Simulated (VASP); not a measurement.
TaCl3F:

```
Ta Cl F
1.0
     4.93637    0.00000    0.00000
     0.00000    4.93637    0.00000
     0.00000    0.00000    4.93637
Ta Cl F
1 3 1
Direct
  0.50000 0.50000 0.50000
  0.50000 0.00000 0.00000
  0.00000 0.50000 0.00000
  0.00000 0.00000 0.50000
  0.00000 0.00000 0.00000
```

The cell was generated, and may not be a known phase.

| Item | Value |
| --- | --- |
| Program | VASP 6.6.1 |
| Task | relaxation of cell and atoms |
| Functional | PBE |
| Potentials or basis | VASP PAW PBE potentials, release 64 (Ta_sv_GW, Cl, F) |
| Cutoff | 700 eV |
| k mesh | 3 × 3 × 3 |
| Occupations | gaussian, width 0.15 eV |
| Spin | no spin polarisation |

At the start: pressure -8.6 GPa; volume 24.06 Å³/atom.

**Question.** How do energy, volume and symmetry change on relaxing?

**Answer.** Over 3 steps the energy falls by 192.2 meV/atom and the volume is 18.52 Å³/atom (-23.0 %); space group Pm-3m (No. 221, to 0.1 Å) before and after.

The path:
```
step  energy change (eV)  largest force (eV/Å)  pressure (GPa)  volume (Å³)
   1              0.0000                0.0000           -8.56       120.29
   2             -0.8734                0.0000           -3.75        99.27
   3             -0.9608                0.0000           -0.22        92.60
```

Final structure:
```
Ta Cl F
1.0
     4.52412    0.00000    0.00000
     0.00000    4.52412    0.00000
     0.00000    0.00000    4.52412
Ta Cl F
1 3 1
Direct
  0.50000 0.50000 0.50000
  0.50000 0.00000 0.00000
  0.00000 0.50000 0.00000
  0.00000 0.00000 0.50000
  0.00000 0.00000 0.00000
```

Caveat: the k points lie up to 0.46 Å⁻¹ apart in the final cell, too coarse for converged energies and pressures of a metal; the volume moved by over 15 % at a fixed basis, so the end points are rough; the highest band is partly filled, so the run has too few bands; an odd number of electrons without spin polarisation forces a metal; a magnetic or distorted state may lie lower.
